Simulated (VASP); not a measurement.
# SiC (P6_3mc) in VASP: notebook

The runs below take SiC through electric field gradients, with PBE, r2SCAN.

Program: VASP 6.6.1. These are calculated values, not measurements. Logs are shortened: lines on timing, memory, paths and dates and some standing lists are left out, and cuts for length are marked.

## 1. The cell of the first run

It takes space group P6_3mc (No. 186, hexagonal). The conventional cell has a = 3.081 Å, b = 3.081 Å, c = 15.125 Å, α = 90.00°, β = 90.00°, γ = 120.00°. Within 2.5 Å of Si (site symmetry 3m) lie 4 C at 1.88 to 1.90 Å. Si (site symmetry 3m) has 4 C at 1.89 Å within 2.5 Å. Within 2.5 Å of Si (site symmetry 3m) lie 4 C at 1.89 Å. Within 2.5 Å of C (site symmetry 3m) lie 4 Si at 1.88 to 1.89 Å. Within 2.5 Å of C (site symmetry 3m) lie 4 Si at 1.89 Å. Within 2.5 Å of C (site symmetry 3m) lie 4 Si at 1.89 to 1.90 Å.

## 2. Electric field gradients, PBE

Input file INCAR:

```
ALGO = Normal ; EDIFF = 1E-8
ENCUT = 520 ; GGA = PE
ISIF = 2 ; ISMEAR = -1
LASPH = True ; LCHARG = False
LEFG = True ; LREAL = False
LWAVE = False ; NBANDS = 36
NELM = 100 ; PREC = Accurate
SIGMA = 0.02
```

Input file KPOINTS:

```
k-points
0
Gamma
  10 10 2
```

Input file POSCAR:

```
SiC
1.0
    3.0810000000      0.0000000000      0.0000000000
   -1.5405000000      2.6682242691      0.0000000000
    0.0000000000      0.0000000000     15.1248000000
Si C
6 6
Direct
    0.0000000000      0.0000000000      0.0000000000
    0.0000000000      0.0000000000      0.5000000000
    0.3333333333      0.6666666667      0.1664000000
    0.6666666667      0.3333333333      0.6664000000
    0.6666666667      0.3333333333      0.3329000000
    0.3333333333      0.6666666667      0.8329000000
    0.3333333333      0.6666666667      0.0412000000
    0.6666666667      0.3333333333      0.5412000000
    0.6666666667      0.3333333333      0.2080000000
    0.3333333333      0.6666666667      0.7080000000
    0.0000000000      0.0000000000      0.3746000000
    0.0000000000      0.0000000000      0.8746000000
```

Potentials or basis: VASP PAW PBE potentials, release 64 (Si, C).

Run with:

```
$ cat potpaw_PBE.64/Si/POTCAR potpaw_PBE.64/C/POTCAR > POTCAR
$ mpirun -np 1 vasp_std > vasp.out
```

OUTCAR:

```text
EDIFF = 1E-8
   ENCUT = 520
   GGA = PE
   ISIF = 2
   ISMEAR = -1
   LASPH = True
   LREAL = False
   NELM = 100
   PREC = Accurate

 ion  position               nearest neighbor table
   1  0.000  0.000  0.000-   7 1.88   7 1.88   7 1.88  12 1.90   3 3.08   3 3.08   3 3.08   6 3.09
                             6 3.09   6 3.09
   2  0.000  0.000  0.500-   8 1.88   8 1.88   8 1.88  11 1.90   4 3.08   4 3.08   4 3.08   5 3.09
                             5 3.09   5 3.09
   3  0.333  0.667  0.166-   9 1.89   9 1.89   9 1.89   7 1.89   1 3.08   1 3.08   1 3.08   5 3.08
                             5 3.08   5 3.08
   4  0.667  0.333  0.666-  10 1.89  10 1.89  10 1.89   8 1.89   2 3.08   2 3.08   2 3.08   6 3.08
                             6 3.08   6 3.08
   5  0.667  0.333  0.333-  11 1.89  11 1.89  11 1.89   9 1.89   3 3.08   3 3.08   3 3.08   2 3.09
                             2 3.09   2 3.09
   6  0.333  0.667  0.833-  12 1.89  12 1.89  12 1.89  10 1.89   4 3.08   4 3.08   4 3.08   1 3.09
                             1 3.09   1 3.09
   7  0.333  0.667  0.041-   1 1.88   1 1.88   1 1.88   3 1.89
   8  0.667  0.333  0.541-   2 1.88   2 1.88   2 1.88   4 1.89
   9  0.667  0.333  0.208-   3 1.89   3 1.89   3 1.89   5 1.89
  10  0.333  0.667  0.708-   4 1.89   4 1.89   4 1.89   6 1.89
  11  0.000  0.000  0.375-   5 1.89   5 1.89   5 1.89   2 1.90
  12  0.000  0.000  0.875-   6 1.89   6 1.89   6 1.89   1 1.90

  LATTYP: Found a hexagonal cell.
 ALAT       =     3.0810000000
 C/A-ratio  =     4.9090555015

  Lattice vectors:

 A1 = (   3.0810000000,   0.0000000000,   0.0000000000)
 A2 = (  -1.5405000000,   2.6682242691,   0.0000000000)
 A3 = (   0.0000000000,   0.0000000000,  15.1248000000)

Analysis of symmetry for initial positions (statically):
=====================================================================
 Subroutine PRICEL returns:
 Original cell was already a primitive cell.

 Routine SETGRP: Setting up the symmetry group for a
 hexagonal supercell.

 Subroutine GETGRP returns: Found 12 space group operations
 (whereof  6 operations were pure point group operations)
 out of a pool of 24 trial point group operations.

The static configuration has the point symmetry C_3v.
 The point group associated with its full space group is C_6v.

Analysis of symmetry for dynamics (positions and initial velocities):
=====================================================================
 Subroutine PRICEL returns:
[... 1139 lines left out ...]
    -1.540500000  2.668224269  0.000000000     0.000000000  0.374781090  0.000000000
     0.000000000  0.000000000 15.124800000     0.000000000  0.000000000  0.066116577

 POSITION                                       TOTAL-FORCE (eV/Angst)
 -----------------------------------------------------------------------------------
      0.00000      0.00000      0.00000        -0.000000      0.000000     -0.164041
      0.00000      0.00000      7.56240         0.000000      0.000000     -0.164041
     -0.00000      1.77882      2.51677         0.000000     -0.000000      0.000076
      1.54050      0.88941     10.07917        -0.000000      0.000000      0.000076
      1.54050      0.88941      5.03505         0.000000     -0.000000      0.100977
     -0.00000      1.77882     12.59745        -0.000000      0.000000      0.100977
     -0.00000      1.77882      0.62314         0.000000     -0.000000      0.175314
      1.54050      0.88941      8.18554        -0.000000      0.000000      0.175314
      1.54050      0.88941      3.14596         0.000000     -0.000000     -0.042373
     -0.00000      1.77882     10.70836        -0.000000      0.000000     -0.042373
      0.00000      0.00000      5.66575         0.000000     -0.000000     -0.069954
      0.00000      0.00000     13.22815        -0.000000      0.000000     -0.069954
 -----------------------------------------------------------------------------------
    total drift:                               -0.000000     -0.000000      0.000143

  FREE ENERGIE OF THE ION-ELECTRON SYSTEM (eV)
  ---------------------------------------------------
  free  energy   TOTEN  =       -90.3568926045 eV

  energy  without entropy=      -90.3568926045  energy(sigma->0) =      -90.35689260

 Electric field gradients (V/A^2)
---------------------------------------------------------------------
 ion       V_xx      V_yy      V_zz      V_xy      V_xz      V_yz
---------------------------------------------------------------------
   1      -0.145    -0.145     0.290    -0.000    -0.000     0.000
   2      -0.145    -0.145     0.290    -0.000     0.000    -0.000
   3      -1.230    -1.230     2.460    -0.000     0.000    -0.000
   4      -1.230    -1.230     2.460    -0.000    -0.000     0.000
   5      -1.189    -1.190     2.379    -0.000    -0.000     0.000
   6      -1.189    -1.190     2.379    -0.000     0.000    -0.000
   7      -0.333    -0.333     0.667    -0.000     0.000    -0.000
   8      -0.333    -0.333     0.667    -0.000    -0.000     0.000
   9      -0.096    -0.096     0.193    -0.000     0.000    -0.000
  10      -0.096    -0.096     0.193    -0.000    -0.000     0.000
  11      -1.102    -1.102     2.205    -0.000     0.000    -0.000
  12      -1.102    -1.102     2.205    -0.000    -0.000     0.000
---------------------------------------------------------------------

 Electric field gradients after diagonalization (V/A^2)
 (convention: |V_zz| > |V_xx| > |V_yy|)
----------------------------------------------------------------------
 ion       V_xx      V_yy      V_zz     asymmetry (V_yy - V_xx)/ V_zz
----------------------------------------------------------------------
   1      -0.145    -0.145     0.290       0.001
   2      -0.145    -0.145     0.290       0.001
   3      -1.230    -1.230     2.460       0.000
   4      -1.230    -1.230     2.460       0.000
   5      -1.190    -1.189     2.379       0.000
   6      -1.190    -1.189     2.379       0.000
   7      -0.334    -0.333     0.667       0.001
   8      -0.334    -0.333     0.667       0.001
   9      -0.097    -0.096     0.193       0.003
  10      -0.097    -0.096     0.193       0.003
  11      -1.102    -1.102     2.205       0.000
  12      -1.102    -1.102     2.205       0.000
----------------------------------------------------------------------

           NMR quadrupolar parameters

 Cq : quadrupolar parameter    Cq=e*Q*V_zz/h
 eta: asymmetry parameters     (V_yy - V_xx)/ V_zz
 Q  : nuclear electric quadrupole moment in mb (millibarn)
----------------------------------------------------------------------
 ion       Cq(MHz)       eta       Q (mb)
----------------------------------------------------------------------
   1       0.001       0.001       1.000
   2       0.001       0.001       1.000
   3       0.006       0.000       1.000
   4       0.006       0.000       1.000
   5       0.006       0.000       1.000
   6       0.006       0.000       1.000
   7       0.002       0.001       1.000
   8       0.002       0.001       1.000
   9       0.000       0.003       1.000
  10       0.000       0.003       1.000
  11       0.005       0.000       1.000
  12       0.005       0.000       1.000
----------------------------------------------------------------------
```

OSZICAR:

```text
N       E                     dE             d eps       ncg     rms          rms(c)
DAV:   1     0.127360805491E+03    0.12736E+03   -0.21763E+04  2016   0.119E+03
DAV:   2    -0.892756498714E+02   -0.21664E+03   -0.20271E+03  2672   0.213E+02
DAV:   3    -0.101277816502E+03   -0.12002E+02   -0.11921E+02  2640   0.470E+01
DAV:   4    -0.101455236676E+03   -0.17742E+00   -0.17706E+00  2560   0.659E+00
DAV:   5    -0.101458952019E+03   -0.37153E-02   -0.37123E-02  2600   0.911E-01    0.215E+01
DAV:   6    -0.906513153369E+02    0.10808E+02   -0.31892E+01  2488   0.208E+01    0.963E+00
DAV:   7    -0.904051298662E+02    0.24619E+00   -0.31932E+00  2684   0.679E+00    0.413E+00
DAV:   8    -0.903605372588E+02    0.44593E-01   -0.19722E-01  2432   0.178E+00    0.128E+00
DAV:   9    -0.903560558727E+02    0.44814E-02   -0.28415E-02  2524   0.780E-01    0.183E-01
DAV:  10    -0.903567447514E+02   -0.68888E-03   -0.22649E-03  2564   0.204E-01    0.951E-02
DAV:  11    -0.903568889004E+02   -0.14415E-03   -0.30846E-04  2380   0.959E-02    0.199E-02
DAV:  12    -0.903568906489E+02   -0.17485E-05   -0.13569E-05  2648   0.169E-02    0.867E-03
DAV:  13    -0.903568920655E+02   -0.14166E-05   -0.14951E-06  2432   0.591E-03    0.236E-03
DAV:  14    -0.903568924026E+02   -0.33711E-06   -0.11183E-07  2580   0.177E-03    0.118E-03
DAV:  15    -0.903568925563E+02   -0.15368E-06   -0.66067E-08  2392   0.123E-03    0.571E-04
DAV:  16    -0.903568926541E+02   -0.97839E-07   -0.46316E-09  1596   0.401E-04    0.482E-04
DAV:  17    -0.903568926089E+02    0.45260E-07   -0.39400E-09  1448   0.279E-04    0.892E-05
DAV:  18    -0.903568926045E+02    0.43392E-08   -0.54115E-10  1392   0.147E-04
   1 F= -.90356893E+02 E0= -.90356893E+02  d E =-.666543E-11
```

stdout:

```text
POSCAR found type information on POSCAR SiC
 POSCAR found :  2 types and      12 ions
 scaLAPACK will be used
 LDA part: xc-table for (Slater+PW92), standard interpolation
 POSCAR, INCAR and KPOINTS ok, starting setup
 FFT: planning ... GRIDC
 FFT: planning ... GRID_SOFT
 FFT: planning ... GRID
 WAVECAR not read
 entering main loop
ion   1

ion   2

ion   3

ion   4

ion   5

ion   6

ion   7

ion   8

ion   9

ion  10

ion  11

ion  12
```

Wall time 4.8 min (1 thread of Intel Xeon 8259CL, shared host); peak memory 0.28 GiB.

What came out:

- Free energy: -90.3569 eV
- Pressure: 2.8 GPa
- Largest force: 0.175 eV/Å
- Band gap on the k mesh: 2.01 eV (least direct gap 3.12 eV)
- Largest electric field gradient by atom: Si +0.3, +2.5, +2.4 (each value once); C +0.7, +0.2, +2.2 (each value once) V/Å²

Forces in eV/Å, atoms in the order of the input:
```
Si   0.000  0.000 -0.164
Si   0.000  0.000 -0.164
Si   0.000  0.000  0.000
Si   0.000  0.000  0.000
Si   0.000  0.000  0.101
Si   0.000  0.000  0.101
C    0.000  0.000  0.175
C    0.000  0.000  0.175
C    0.000  0.000 -0.042
C    0.000  0.000 -0.042
C    0.000  0.000 -0.070
C    0.000  0.000 -0.070
```

Stress tensor (GPa, compression positive):
```
2.94 0.00 0.00
0.00 2.94 0.00
0.00 0.00 2.59
```

Electric field gradients, principal values (V/Å²):
```tsv
atom	least	middle	greatest (by size)
1 Si	-0.145	-0.145	0.290
2 Si	-0.145	-0.145	0.290
3 Si	-1.230	-1.230	2.460
4 Si	-1.230	-1.230	2.460
5 Si	-1.189	-1.190	2.379
6 Si	-1.189	-1.190	2.379
7 C	-0.333	-0.334	0.667
8 C	-0.333	-0.334	0.667
9 C	-0.096	-0.097	0.193
10 C	-0.096	-0.097	0.193
11 C	-1.102	-1.102	2.205
12 C	-1.102	-1.102	2.205
```

Caveat: without QUAD_EFG the Cq values of the log hold for a quadrupole moment of 1 mb, not for the nuclei.

## 3. Electric field gradients, r2SCAN

Input file POSCAR:

```
SiC
1.0
    3.0810000000      0.0000000000      0.0000000000
   -1.5405000000      2.6682242691      0.0000000000
    0.0000000000      0.0000000000     15.1248000000
Si C
6 6
Direct
    0.0000000000      0.0000000000     -0.0002924543
    0.0000000000      0.0000000000      0.4997075457
    0.3333333333      0.6666666667      0.1665157537
    0.6666666667      0.3333333333      0.6665157537
    0.6666666667      0.3333333333      0.3329959375
    0.3333333333      0.6666666667      0.8329959375
    0.3333333333      0.6666666667      0.0414983110
    0.6666666667      0.3333333333      0.5414983110
    0.6666666667      0.3333333333      0.2080157534
    0.3333333333      0.6666666667      0.7080157534
    0.0000000000      0.0000000000      0.3743666986
    0.0000000000      0.0000000000      0.8743666986
```

Input file INCAR.step1:

```
SYSTEM = SiC
PREC = Accurate ; ENCUT = 520
ISMEAR = -1 ; SIGMA = 0.02
LREAL = .False. ; LASPH = .True.
NELM = 100 ; NBANDS = 36
GGA = PE ; ALGO = Normal
EDIFF = 1E-4 ; LWAVE = .True.
LCHARG = .False.
```

Input file INCAR.step2:

```
SYSTEM = SiC
PREC = Accurate ; ENCUT = 520
EDIFF = 1E-8 ; ISMEAR = -1
SIGMA = 0.02 ; LREAL = .False.
LASPH = .True. ; NELM = 100
ALGO = Normal ; ISIF = 2
LWAVE = .False. ; LCHARG = .False.
METAGGA = R2SCAN ; LMIXTAU = .True.
LEFG = .True. ; NBANDS = 36
ISTART = 1
```

Input file KPOINTS:

```
Automatic mesh
0
Gamma
  10 10 2
  0 0 0
```

Potentials or basis: VASP PAW PBE potentials, release 64 (Si, C).

Run with:

```
$ cat potpaw_PBE.64/Si/POTCAR potpaw_PBE.64/C/POTCAR > POTCAR
$ cp INCAR.step1 INCAR
$ mpirun -np 1 vasp_std > vasp.out
$ cp INCAR.step2 INCAR
$ mpirun -np 1 vasp_std > vasp.out
```

OUTCAR:

```text
SYSTEM = SiC
   PREC = Accurate
   ENCUT = 520
   EDIFF = 1E-8
   ISMEAR = -1
   LREAL = .False.
   LASPH = .True.
   NELM = 100
   ISIF = 2
   METAGGA = R2SCAN
   ISTART = 1

 ion  position               nearest neighbor table
   1  0.000  0.000  1.000-   7 1.89   7 1.89   7 1.89  12 1.90   6 3.09   6 3.09   6 3.09   3 3.09
                             3 3.09   3 3.09
   2  0.000  0.000  0.500-   8 1.89   8 1.89   8 1.89  11 1.90   5 3.09   5 3.09   5 3.09   4 3.09
                             4 3.09   4 3.09
   3  0.333  0.667  0.167-   9 1.89   9 1.89   9 1.89   7 1.89   5 3.08   5 3.08   5 3.08   1 3.09
                             1 3.09   1 3.09
   4  0.667  0.333  0.667-  10 1.89  10 1.89  10 1.89   8 1.89   6 3.08   6 3.08   6 3.08   2 3.09
                             2 3.09   2 3.09
   5  0.667  0.333  0.333-  11 1.89  11 1.89  11 1.89   9 1.89   3 3.08   3 3.08   3 3.08   2 3.09
                             2 3.09   2 3.09
   6  0.333  0.667  0.833-  12 1.89  12 1.89  12 1.89  10 1.89   4 3.08   4 3.08   4 3.08   1 3.09
                             1 3.09   1 3.09
[... 1225 lines left out ...]
   3      -1.078    -1.077     2.155       0.000
   4      -1.078    -1.077     2.155       0.000
   5      -1.407    -1.407     2.815       0.000
   6      -1.407    -1.407     2.815       0.000
   7      -0.272    -0.272     0.544       0.001
   8      -0.272    -0.272     0.544       0.001
   9      -0.110    -0.110     0.220       0.002
  10      -0.110    -0.110     0.220       0.002
  11      -1.096    -1.096     2.192       0.000
  12      -1.096    -1.096     2.192       0.000
----------------------------------------------------------------------

           NMR quadrupolar parameters

 Cq : quadrupolar parameter    Cq=e*Q*V_zz/h
 eta: asymmetry parameters     (V_yy - V_xx)/ V_zz
 Q  : nuclear electric quadrupole moment in mb (millibarn)
----------------------------------------------------------------------
 ion       Cq(MHz)       eta       Q (mb)
----------------------------------------------------------------------
   1      -0.001       0.001       1.000
   2      -0.001       0.001       1.000
   3       0.005       0.000       1.000
   4       0.005       0.000       1.000
   5       0.007       0.000       1.000
   6       0.007       0.000       1.000
   7       0.001       0.001       1.000
   8       0.001       0.001       1.000
   9       0.001       0.002       1.000
  10       0.001       0.002       1.000
  11       0.005       0.000       1.000
  12       0.005       0.000       1.000
----------------------------------------------------------------------
```

OUTCAR.step1:

```text
SYSTEM = SiC
   PREC = Accurate
   ENCUT = 520
   ISMEAR = -1
   LREAL = .False.
   LASPH = .True.
   NELM = 100
[... 1204 lines left out ...]
     -0.00000      1.77882     10.70860        -0.000000      0.000000      0.000007
      0.00000      0.00000      5.66222        -0.000000      0.000000      0.005881
      0.00000      0.00000     13.22462         0.000000      0.000000      0.005881
 -----------------------------------------------------------------------------------
    total drift:                               -0.000000     -0.000000     -0.000176

  FREE ENERGIE OF THE ION-ELECTRON SYSTEM (eV)
  ---------------------------------------------------
  free  energy   TOTEN  =       -90.3588009452 eV

  energy  without entropy=      -90.3588009452  energy(sigma->0) =      -90.35880095
```

OSZICAR.step1:

```text
N       E                     dE             d eps       ncg     rms          rms(c)
DAV:   1     0.127363552134E+03    0.12736E+03   -0.21763E+04  2016   0.119E+03
DAV:   2    -0.892756125796E+02   -0.21664E+03   -0.20272E+03  2672   0.213E+02
DAV:   3    -0.101279312259E+03   -0.12004E+02   -0.11922E+02  2632   0.470E+01
DAV:   4    -0.101456866836E+03   -0.17755E+00   -0.17719E+00  2568   0.659E+00
DAV:   5    -0.101460584769E+03   -0.37179E-02   -0.37149E-02  2600   0.911E-01    0.215E+01
DAV:   6    -0.906530750518E+02    0.10808E+02   -0.31879E+01  2496   0.208E+01    0.963E+00
DAV:   7    -0.904070833031E+02    0.24599E+00   -0.31963E+00  2680   0.679E+00    0.413E+00
DAV:   8    -0.903624710742E+02    0.44612E-01   -0.19743E-01  2420   0.178E+00    0.128E+00
DAV:   9    -0.903579654313E+02    0.45056E-02   -0.28446E-02  2540   0.780E-01    0.182E-01
DAV:  10    -0.903586550567E+02   -0.68963E-03   -0.22642E-03  2536   0.204E-01    0.952E-02
DAV:  11    -0.903587976937E+02   -0.14264E-03   -0.30159E-04  2132   0.967E-02    0.194E-02
DAV:  12    -0.903588009452E+02   -0.32515E-05   -0.26228E-05  1408   0.230E-02
   1 F= -.90358801E+02 E0= -.90358801E+02  d E =-.400236E-11
```

It took 12 min on 1 thread of Intel Xeon 8259CL, shared host; peak memory 0.3 GiB.

What came out:

* Free energy: -115.9631 eV
* Pressure: -0.8 GPa
* Largest force: 0.016 eV/Å
* Band gap on the k mesh: 2.40 eV (least direct gap 3.56 eV)
* Largest electric field gradient by atom: Si -0.3, +2.2, +2.8 (each value once); C +0.5, +0.2, +2.2 (each value once) V/Å²

Forces in eV/Å, atoms in the order of the input:
```
Si   0.000  0.000  0.001
Si   0.000  0.000  0.001
Si   0.000  0.000 -0.012
Si   0.000  0.000 -0.012
Si   0.000  0.000 -0.005
Si   0.000  0.000 -0.005
C    0.000  0.000  0.016
C    0.000  0.000  0.016
C    0.000  0.000 -0.001
C    0.000  0.000 -0.001
C    0.000  0.000  0.001
C    0.000  0.000  0.001
```

Levels at points of the mesh, in eV from the valence-band top:
```
           k point  band 20  band 21  band 22  band 23  band 24  band 25  band 26  band 27  band 28  band 29
(0.00, 0.00, 0.00)    -0.32    -0.32    -0.04     0.00     0.00     5.74     5.91     6.32     6.83     6.88
(0.50, 0.00, 0.00)    -2.34    -1.89    -1.87    -1.71    -1.16     2.40     2.61     3.67     4.34     5.09
(0.00, 0.00, 0.50)    -0.67    -0.10    -0.10    -0.10    -0.10     5.80     5.80     6.56     6.56     7.26
(0.50, 0.00, 0.50)    -2.46    -1.79    -1.79    -1.37    -1.37     2.46     2.46     3.89     3.89     5.33
```

Electric field gradients, principal values (V/Å²):
| atom | least | middle | greatest (by size) |
| --- | --- | --- | --- |
| 1 Si | 0.167 | 0.167 | -0.335 |
| 2 Si | 0.167 | 0.167 | -0.335 |
| 3 Si | -1.077 | -1.078 | 2.155 |
| 4 Si | -1.077 | -1.078 | 2.155 |
| 5 Si | -1.407 | -1.407 | 2.815 |
| 6 Si | -1.407 | -1.407 | 2.815 |
| 7 C | -0.272 | -0.272 | 0.544 |
| 8 C | -0.272 | -0.272 | 0.544 |
| 9 C | -0.110 | -0.110 | 0.220 |
| 10 C | -0.110 | -0.110 | 0.220 |
| 11 C | -1.096 | -1.096 | 2.192 |
| 12 C | -1.096 | -1.096 | 2.192 |

Caveat: without QUAD_EFG the Cq values of the log hold for a quadrupole moment of 1 mb, not for the nuclei; the PAW data sets were made with another functional, which shifts forces and pressure a little. A k mesh can miss the band edges.

(Continued in part 2 of 3.)
